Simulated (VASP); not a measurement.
# Mo (Im-3m) in VASP: further runs

Runs on Mo. Level: r2SCAN. Tasks: relaxation of cell and atoms, single point.

Program: VASP 6.6.1. These are calculated values, not measurements. Logs are shortened: lines on timing, memory, paths and dates and some standing lists are left out, and cuts for length are marked.

## 1. The cell of the first run

It takes space group Im-3m (No. 229, cubic). The conventional cell has a = 3.075 Å, b = 3.075 Å, c = 3.075 Å, α = 90.00°, β = 90.00°, γ = 90.00°. Mo (site symmetry m-3m) has 14 Mo at 2.66 to 3.08 Å within 3.5 Å.

## 2. Relaxation of cell and atoms, r2SCAN, target pressure 22 GPa, at which the enthalpy is minimised

Contents of POSCAR:

```
Mo
1.0
   -1.5376638691      1.5376638691      1.5376638691
    1.5376638691     -1.5376638691      1.5376638691
    1.5376638691      1.5376638691     -1.5376638691
Mo
1
Direct
    0.0000000000      0.0000000000      0.0000000000
```

Contents of INCAR.step1:

```
PREC = Accurate
ENCUT = 600
ISMEAR = -1
SIGMA = 0.1
LREAL = False
LASPH = True
NELM = 80
GGA = PE
ALGO = Normal
EDIFF = 1E-4
LWAVE = True
LCHARG = False
```

Contents of INCAR.step2:

```
PREC = Accurate
ENCUT = 600
EDIFF = 1E-6
ISMEAR = -1
SIGMA = 0.1
LREAL = False
LASPH = True
NELM = 80
ALGO = Normal
ISIF = 3
LWAVE = False
LCHARG = False
METAGGA = R2SCAN
LMIXTAU = True
IBRION = 2
NSW = 80
EDIFFG = -0.002
PSTRESS = 220.0
ISTART = 1
```

Contents of KPOINTS:

```
Automatic mesh
0
Gamma
  20 20 20
```

Potentials or basis: VASP PAW PBE potentials, release 64 (Mo_sv).

Command:

```sh
cat potpaw_PBE.64/Mo_sv/POTCAR > POTCAR
cp INCAR.step1 INCAR
mpirun -np 1 vasp_std > vasp.out
cp INCAR.step2 INCAR
mpirun -np 1 vasp_std > vasp.out
```

OUTCAR:

```text
PREC = Accurate
   ENCUT = 600
   EDIFF = 1E-6
   ISMEAR = -1
   LREAL = False
   LASPH = True
   NELM = 80
   ISIF = 3
   METAGGA = R2SCAN
   IBRION = 2
   NSW = 80
   EDIFFG = -0.002
   PSTRESS = 220.0
   ISTART = 1

 ion  position               nearest neighbor table
   1  0.000  0.000  0.000-

  LATTYP: Found a body centered cubic cell.
 ALAT       =     3.0753277382

  Lattice vectors:

 A1 = (  -1.5376638691,   1.5376638691,   1.5376638691)
 A2 = (   1.5376638691,  -1.5376638691,   1.5376638691)
 A3 = (   1.5376638691,   1.5376638691,  -1.5376638691)

Analysis of symmetry for initial positions (statically):
=====================================================================
 Subroutine PRICEL returns:
 Original cell was already a primitive cell.

 Routine SETGRP: Setting up the symmetry group for a
 body centered cubic supercell.

 Subroutine GETGRP returns: Found 48 space group operations
 (whereof 48 operations were pure point group operations)
 out of a pool of 48 trial point group operations.

The static configuration has the point symmetry O_h .

Analysis of symmetry for dynamics (positions and initial velocities):
=====================================================================
 Subroutine PRICEL returns:
 Original cell was already a primitive cell.

 Routine SETGRP: Setting up the symmetry group for a
 body centered cubic supercell.

 Subroutine GETGRP returns: Found 48 space group operations
 (whereof 48 operations were pure point group operations)
 out of a pool of 48 trial point group operations.

The dynamic configuration has the point symmetry O_h .

 Subroutine INISYM returns: Found 48 space group operations
 (whereof 48 operations are pure point group operations),
 and found     1 'primitive' translations

----------------------------------------------------------------------------------------

                                     Primitive cell

  volume of cell :      14.5427

  direct lattice vectors                    reciprocal lattice vectors
    -1.537663869  1.537663869  1.537663869     0.000000000  0.325168595  0.325168595
     1.537663869 -1.537663869  1.537663869     0.325168595  0.000000000  0.325168595
     1.537663869  1.537663869 -1.537663869     0.325168595  0.325168595  0.000000000

  length of vectors
     2.663311946  2.663311946  2.663311946     0.459857837  0.459857837  0.459857837

  position of ions in fractional coordinates (direct lattice)
     0.000000000  0.000000000  0.000000000

  ion indices of the primitive-cell ions
   primitive index   ion index
                 1           1

----------------------------------------------------------------------------------------

 KPOINTS: Automatic mesh

Automatic generation of k-mesh.
 Grid dimensions read from file:
 generate k-points for:   20   20   20

 Generating k-lattice:

  Cartesian coordinates                     Fractional coordinates (reciprocal lattice)
     0.000000000  0.016258430  0.016258430     0.050000000  0.000000000  0.000000000
     0.016258430  0.000000000  0.016258430     0.000000000  0.050000000  0.000000000
     0.016258430  0.016258430  0.000000000     0.000000000  0.000000000  0.050000000

  Length of vectors
     0.022992892  0.022992892  0.022992892

  Shift w.r.t. Gamma in fractional coordinates (k-lattice)
     0.000000000  0.000000000  0.000000000

 Subroutine IBZKPT returns following result:
 ===========================================

 Found    256 irreducible k-points:

 Following reciprocal coordinates:
            Coordinates               Weight
  0.000000  0.000000  0.000000      1.000000
  0.050000  0.000000  0.000000     12.000000
  0.100000  0.000000  0.000000     12.000000
  0.150000  0.000000  0.000000     12.000000
  0.200000  0.000000  0.000000     12.000000
  0.250000  0.000000  0.000000     12.000000
[... 16 lines left out ...]
  0.200000  0.100000  0.000000     48.000000
  0.250000  0.100000  0.000000     48.000000
 [... further k-points ...]
   k-points           NKPTS =    256   k-points in BZ     NKDIM =    256   number of bands    NBANDS=     11
   number of dos      NEDOS =    301   number of ions     NIONS =      1
   total plane-waves  NPLWV =  13824
   dimension x,y,z NGX =    24 NGY =   24 NGZ =   24
   dimension x,y,z NGXF=    48 NGYF=   48 NGZF=   48
   ions per type =               1
   NGX,Y,Z   is equivalent  to a cutoff of  14.98, 14.98, 14.98 a.u.
   NGXF,Y,Z  is equivalent  to a cutoff of  29.96, 29.96, 29.96 a.u.
 SYSTEM =  unknown system
   PREC   = accura    normal or accurate (medium, high low for compatibility)
   ISTART =      1    job   : 0-new  1-cont  2-samecut
   ICHARG =      0    charge: 1-file 2-atom 10-const
   ISPIN  =      1    spin polarized calculation?
   LNONCOLLINEAR =      F non collinear calculations
   LSORBIT =      F    spin-orbit coupling
   LASPH  =      T    aspherical Exc in radial PAW
   ENCUT  =  600.0 eV  44.10 Ry    6.64 a.u.   5.32  5.32  5.32*2*pi/ulx,y,z
   NELM   =     80;   NELMIN=  2; NELMDL=  0     # of ELM steps
   EDIFF  = 0.1E-05   stopping-criterion for ELM
   LREAL  =      F    real-space projection
   EDIFFG = -.2E-02   stopping-criterion for IOM
   NSW    =     80    number of steps for IOM
   IBRION =      2    ionic relax: 0-MD 1-quasi-New 2-CG
   NFREE  =      1    steps in history (QN), initial steepest desc. (CG)
   ISIF   =      3    stress and relaxation
   ISYM   =      2    0-nonsym 1-usesym 2-fastsym
   POTIM  = 0.5000    time-step for ionic-motion
   TEBEG  =    0.0;   TEEND  =   0.0 temperature during run
   PSTRESS=  220.0 pullay stress
   NELECT =      14.0000    total number of electrons
   NUPDOWN=      -1.0000    fix difference up-down
   EMIN   =  10.00;   EMAX   =-10.00  energy-range for DOS
   EFERMI =   0.00;   METHOD = LEGACY
   ISMEAR =    -1;   SIGMA  =   0.10  broadening in eV -4-tet -1-fermi 0-gaus
   EFERMI_NEDOS =   21; number of points for ismear=-14 and -15
   IALGO  =     38    algorithm
   IMIX   =      4    mixing-type and parameters
     AMIX     =   0.40;   BMIX     =  1.00
     AMIX_MAG =   1.60;   BMIX_MAG =  1.00
  volume/ion in A,a.u.               =      14.54        98.14
  Fermi-wavevector in a.u.,A,eV,Ry     =   1.616477  3.054698 35.551979  2.612997
  Thomas-Fermi vector in A             =   2.711057
   LORBIT       =      0    0 simple, 1 ext, 2 COOP (PROOUT), +10 PAW based schemes
   METAGGA = R2SCAN    functional components
   LHFCALC =     F    Hartree Fock is set to
   AEXX    =    0.0000 exact exchange contribution
   IVDW    =     0    specifies the selected vdW correction
   LEPSILON=     F    determine dielectric tensor
   LRPA    =     F    only Hartree local field effects (RPA)
 conjugate gradient relaxation of ions
 non-spin polarized calculation
  energy-cutoff  :      600.00
  volume of cell :       14.54
 maximum number of plane-waves:       498
 NGX is ok and might be reduce to    24
   NGX = 11   NGY = 11   NGZ = 11

--------------------------------------- Ionic step        1  -------------------------------------------

 number of electron      13.9999999 magnetization

 Free energy of the ion-electron system (eV)
  ---------------------------------------------------
  ext. energy  EPLUGINS =         0.00000000
  ---------------------------------------------------
  free energy    TOTEN  =       -26.00369526 eV

  energy without entropy =      -25.98542111  energy(sigma->0) =      -25.99455819

------------------------ aborting loop because EDIFF is reached ----------------------------------------

  FORCE on cell =-STRESS in cart. coord.  units (eV):
  Direction    XX          YY          ZZ          XY          YZ          ZX
  --------------------------------------------------------------------------------------
  -------------------------------------------------------------------------------------
  Total        2.2314098      2.2314098      2.2314098      0.0000000      0.0000000      0.0000000
  in kB      245.8361181    245.8361181    245.8361181      0.0000000      0.0000000      0.0000000
  external PRESSURE =      25.8361181 kB  Pullay stress =     220.0000000 kB

 VOLUME and BASIS-vectors are now :
 -----------------------------------------------------------------------------
  energy-cutoff  :      600.00
  volume of cell :       14.54
      direct lattice vectors                 reciprocal lattice vectors
    -1.537663869  1.537663869  1.537663869     0.000000000  0.325168595  0.325168595
     1.537663869 -1.537663869  1.537663869     0.325168595  0.000000000  0.325168595
     1.537663869  1.537663869 -1.537663869     0.325168595  0.325168595  0.000000000
[... 44 lines left out ...]
  FREE ENERGIE OF THE ION-ELECTRON SYSTEM (eV)
  ---------------------------------------------------
  free  energy   TOTEN  =       -26.0615180469 eV

  energy  without entropy=      -26.0433637359  energy(sigma->0) =      -26.05244089

  enthalpy is  TOTEN    =       -23.9960733601 eV   P V=        2.0654446868

--------------------------------------- Ionic step        3  -------------------------------------------

 number of electron      13.9999999 magnetization

 Free energy of the ion-electron system (eV)
  ---------------------------------------------------
  ext. energy  EPLUGINS =         0.00000000
  ---------------------------------------------------
  free energy    TOTEN  =       -26.01882877 eV

  energy without entropy =      -26.00059516  energy(sigma->0) =      -26.00971197

 E-fermi :  13.6643     XC(G=0): -15.0557

 val. band max:       13.6431772585   @ k =   0.4000   0.1000   0.1000
 cond. band min:      13.6692610241   @ k =  -0.4000   0.4000   0.0500
 fundamental gap:      0.0260837656
 Fermi energy:        13.6642999554

 k-point     1 :       0.0000    0.0000    0.0000
  band No.  band energies     occupation
      1     -49.6170      2.00000
      2     -21.9105      2.00000
      3     -21.9105      2.00000
      4     -21.9105      2.00000
      5       5.7752      2.00000
      6      12.0737      2.00000
      7      12.0737      2.00000
      8      12.0737      2.00000
      9      15.6518      0.00000
     10      15.6518      0.00000
     11      29.2110      0.00000

 k-point     2 :       0.0500    0.0000    0.0000
  band No.  band energies     occupation
      1     -49.6080      2.00000
      2     -21.9594      2.00000
      3     -21.9252      2.00000
      4     -21.9109      2.00000
      5       5.9014      2.00000
      6      11.9993      2.00000
      7      12.0610      2.00000
      8      12.1922      2.00000
      9      15.5350      0.00000
     10      15.6518      0.00000
     11      29.3113      0.00000
[... 295 lines left out ...]
 k-point    24 :       0.2500    0.1000    0.0000
  band No.  band energies     occupation
      1     -49.3563      2.00000
      2     -23.1636      2.00000
      3     -22.3163      2.00000
      4     -21.9860      2.00000
      5       8.4234      2.00000
      6      10.4578      2.00000
      7      11.8170      2.00000
      8      14.8876      0.00001
      9      16.2200      0.00000
     10      16.6092      0.00000
     11      28.9477      0.00000

 [... further k-points ...]

------------------------ aborting loop because EDIFF is reached ----------------------------------------

  FORCE on cell =-STRESS in cart. coord.  units (eV):
  Direction    XX          YY          ZZ          XY          YZ          ZX
  --------------------------------------------------------------------------------------
  -------------------------------------------------------------------------------------
  Total        2.0097141      2.0097141      2.0097141     -0.0000000      0.0000000     -0.0000000
  in kB      219.8360347    219.8360347    219.8360347     -0.0000000      0.0000000     -0.0000000
  external PRESSURE =      -0.1639653 kB  Pullay stress =     220.0000000 kB

 VOLUME and BASIS-vectors are now :
 -----------------------------------------------------------------------------
  energy-cutoff  :      600.00
  volume of cell :       14.65
      direct lattice vectors                 reciprocal lattice vectors
    -1.541328922  1.541328922  1.541328922     0.000000000  0.324395392  0.324395392
     1.541328922 -1.541328922  1.541328922     0.324395392  0.000000000  0.324395392
     1.541328922  1.541328922 -1.541328922     0.324395392  0.324395392  0.000000000

 POSITION                                       TOTAL-FORCE (eV/Angst)
 -----------------------------------------------------------------------------------
      0.00000      0.00000      0.00000         0.000000      0.000000     -0.000000
 -----------------------------------------------------------------------------------
    total drift:                                0.000000      0.000000      0.000000

  FREE ENERGIE OF THE ION-ELECTRON SYSTEM (eV)
  ---------------------------------------------------
  free  energy   TOTEN  =       -26.0188287716 eV

  energy  without entropy=      -26.0005951645  energy(sigma->0) =      -26.00971197

  enthalpy is  TOTEN    =       -24.0076157458 eV   P V=        2.0112130258

 reached required accuracy - stopping structural energy minimisation
```

It took 2.2 min on 1 thread of Intel Xeon 6975P-C (Granite Rapids), shared host; peak memory 0.19 GiB.

Results:

* Free energy: -26.0188 eV
* Relaxed volume: 14.65 Å³/atom
* Relaxed cell: a = 2.670 Å, b = 2.670 Å, c = 2.670 Å, α = 109.47°, β = 109.47°, γ = 109.47°
* Space group after relaxing (to 0.1 Å): Im-3m (No. 229)
* Energy change on relaxing (the run minimises the enthalpy): -15.1 meV/atom
* Ionic steps: 3
* Pressure after relaxing: 22.0 GPa
* Band gap on the k mesh: zero (bands 7 and 8 overlap by 6.09 eV)

Step by step:
| step | energy change (eV) | largest force (eV/Å) | pressure (GPa) | volume (Å³) |
| --- | --- | --- | --- | --- |
| 1 | 0.0000 | 0.0000 | 24.58 | 14.54 |
| 2 | -0.0578 | 0.0000 | 12.87 | 15.04 |
| 3 | -0.0151 | 0.0000 | 21.98 | 14.65 |

Final structure:
```
CELL_PARAMETERS angstrom
-1.54133 1.54133 1.54133
1.54133 -1.54133 1.54133
1.54133 1.54133 -1.54133
ATOMIC_POSITIONS crystal
Mo 0.00000 0.00000 0.00000
```

Levels at points of the mesh, in eV from the Fermi level:
```csv
k point,band 3,band 4,band 5,band 6,band 7,band 8,band 9,band 10,band 11
"(0.00, 0.00, 0.00)",-35.57,-35.57,-7.89,-1.59,-1.59,-1.59,1.99,1.99,15.55
"(0.50, 0.00, 0.00)",-36.15,-35.59,-6.05,-3.95,1.84,2.01,2.77,5.38,12.60
"(0.50, 0.50, 0.50)",-36.83,-36.83,-6.24,-6.24,4.50,4.50,4.50,10.00,10.00
```

Caveat: the cell is relaxed towards a set pressure, so the run minimises the enthalpy, not the energy; the PAW data sets were made with another functional, which shifts forces and pressure a little.

## 3. Single point, r2SCAN (14.70 Å³/atom)

This run uses another cell than the first one, of 14.70 Å³/atom.

Contents of POSCAR:

```
Mo
1.0
   -1.5430792847      1.5430792847      1.5430792847
    1.5430792847     -1.5430792847      1.5430792847
    1.5430792847      1.5430792847     -1.5430792847
Mo
1
Direct
    0.0000000000      0.0000000000      0.0000000000
```

Contents of INCAR.step1:

```
SYSTEM = Mo
PREC = Accurate
ENCUT = 520
ISMEAR = 0
SIGMA = 0.1
LREAL = .False.
LASPH = .True.
NELM = 80
NBANDS = 13
GGA = PE
ALGO = Normal
EDIFF = 1E-4
LWAVE = .True.
LCHARG = .False.
```

Contents of INCAR.step2:

```
SYSTEM = Mo
PREC = Accurate
ENCUT = 520
EDIFF = 1E-6
ISMEAR = 0
SIGMA = 0.1
LREAL = .False.
LASPH = .True.
NELM = 80
ALGO = Normal
ISIF = 2
LWAVE = .False.
LCHARG = .True.
METAGGA = R2SCAN
LMIXTAU = .True.
LELF = .True.
LVHAR = .True.
NBANDS = 13
ISTART = 1
```

Contents of KPOINTS:

```
Automatic mesh
0
Gamma
  18 18 18
  0 0 0
```

Potentials or basis: VASP PAW PBE potentials, release 64 (Mo_sv).

Command:

```sh
cat potpaw_PBE.64/Mo_sv/POTCAR > POTCAR
cp INCAR.step1 INCAR
mpirun -np 1 vasp_std > vasp.out
cp INCAR.step2 INCAR
mpirun -np 1 vasp_std > vasp.out
```

Wall time 77 s (1 thread of Intel Xeon Platinum 8375C at 2.90GHz (Ice Lake), shared host); peak memory 0.15 GiB.

It converged, with:

```yaml
Free_energy: -26.0166 eV
Pressure: 20.6 GPa
Band_gap_on_the_k_mesh: zero (bands 7 and 8 overlap by 6.06 eV)
```

Levels at points of the mesh, in eV from the Fermi level:
| k point | band 4 | band 5 | band 6 | band 7 | band 8 | band 9 | band 10 | band 11 |
| --- | --- | --- | --- | --- | --- | --- | --- | --- |
| (0.00, 0.00, 0.00) | -35.58 | -7.88 | -1.58 | -1.58 | -1.58 | 1.99 | 1.99 | 15.54 |
| (0.50, 0.00, 0.00) | -35.60 | -6.02 | -3.93 | 1.83 | 2.01 | 2.76 | 5.36 | 12.60 |
| (0.50, 0.50, 0.50) | -36.82 | -6.21 | -6.21 | 4.48 | 4.48 | 4.48 | 9.98 | 9.98 |

Caveat: the cell stands under pressure; the PAW data sets were made with another functional, which shifts forces and pressure a little.

## 4. Single point, r2SCAN (15.17 Å³/atom)

This run uses another cell than the first one, of 15.17 Å³/atom.

Contents of POSCAR:

```
Mo
1.0
   -1.5593234183      1.5593234183      1.5593234183
    1.5593234183     -1.5593234183      1.5593234183
    1.5593234183      1.5593234183     -1.5593234183
Mo
1
Direct
    0.0000000000      0.0000000000      0.0000000000
```

Contents of INCAR.step1:

```
PREC = Accurate
ENCUT = 520
ISMEAR = 0
SIGMA = 0.1
LREAL = F
LASPH = T
NELM = 100
NBANDS = 13
GGA = PE
ALGO = Normal
EDIFF = 1E-4
LWAVE = T
LCHARG = F
```

Contents of INCAR.step2:

```
PREC = Accurate
ENCUT = 520
EDIFF = 1E-6
ISMEAR = 0
SIGMA = 0.1
LREAL = F
LASPH = T
NELM = 100
ALGO = Normal
ISIF = 2
LWAVE = F
LCHARG = F
METAGGA = R2SCAN
LMIXTAU = T
NBANDS = 13
ISTART = 1
```

Contents of KPOINTS:

```
Automatic mesh
0
Gamma
  18 18 18
```

Command:

```sh
cat potpaw_PBE.64/Mo_sv/POTCAR > POTCAR
cp INCAR.step1 INCAR
mpirun -np 1 vasp_std > vasp.out
cp INCAR.step2 INCAR
mpirun -np 1 vasp_std > vasp.out
```

Run time: 76 s. Hardware: 1 thread of Intel Xeon Platinum 8375C at 2.90GHz (Ice Lake), shared host; peak memory 0.16 GiB.

It converged, with:

| Item | Value |
| --- | --- |
| Free energy | -26.0611 eV |
| Pressure | 10.1 GPa |
| Band gap on the k mesh | zero (bands 7 and 8 overlap by 5.80 eV) |

Levels at points of the mesh, in eV from the Fermi level:
```csv
k point,band 3,band 4,band 5,band 6,band 7,band 8,band 9,band 10,band 11,band 12
"(0.00, 0.00, 0.00)",-35.65,-35.65,-7.78,-1.50,-1.50,-1.50,1.94,1.94,15.51,15.51
"(0.50, 0.00, 0.00)",-36.17,-35.66,-5.81,-3.76,1.69,1.94,2.67,5.13,12.55,12.72
"(0.50, 0.50, 0.50)",-36.78,-36.78,-5.92,-5.92,4.30,4.30,4.30,9.71,9.71,9.71
```

Caveat: the cell stands under pressure; the PAW data sets were made with another functional, which shifts forces and pressure a little.

## 5. Single point, r2SCAN (16.10 Å³/atom)

This run uses another cell than the first one, of 16.10 Å³/atom.

Contents of POSCAR:

```
Mo
1.0
   -1.5908333910      1.5908333910      1.5908333910
    1.5908333910     -1.5908333910      1.5908333910
    1.5908333910      1.5908333910     -1.5908333910
Mo
1
Direct
    0.0000000000      0.0000000000      0.0000000000
```

INCAR.step1: that of step 4 with these lines changed.

```diff
@@ -6,3 +6,3 @@
 LASPH = T
-NELM = 100
+NELM = 80
 NBANDS = 13
```

INCAR.step2: that of step 4 with these lines changed.

```diff
@@ -7,3 +7,3 @@
 LASPH = T
-NELM = 100
+NELM = 80
 ALGO = Normal
```

KPOINTS is that of step 4.

Command:

```sh
cat potpaw_PBE.64/Mo_sv/POTCAR > POTCAR
cp INCAR.step1 INCAR
mpirun -np 1 vasp_std > vasp.out
cp INCAR.step2 INCAR
mpirun -np 1 vasp_std > vasp.out
```

Wall time 65 s (1 thread of Intel Xeon Platinum 8375C at 2.90GHz (Ice Lake), shared host); peak memory 0.15 GiB.

It converged, with:

| Quantity | Value |
| --- | --- |
| Free energy | -26.0692 eV |
| Pressure | -6.5 GPa |
| Band gap on the k mesh | zero (bands 7 and 8 overlap by 5.34 eV) |

Levels at points of the mesh, in eV from the Fermi level:
| k point | band 5 | band 6 | band 7 | band 8 | band 9 | band 10 |
| --- | --- | --- | --- | --- | --- | --- |
| (0.00, 0.00, 0.00) | -7.57 | -1.37 | -1.37 | -1.37 | 1.86 | 1.86 |
| (0.50, 0.00, 0.00) | -5.42 | -3.45 | 1.46 | 1.82 | 2.49 | 4.71 |
| (0.50, 0.50, 0.50) | -5.41 | -5.41 | 3.96 | 3.96 | 3.96 | 9.23 |

Caveat: the cell stands under tension; the PAW data sets were made with another functional, which shifts forces and pressure a little.

(Continued in part 2 of 2.)
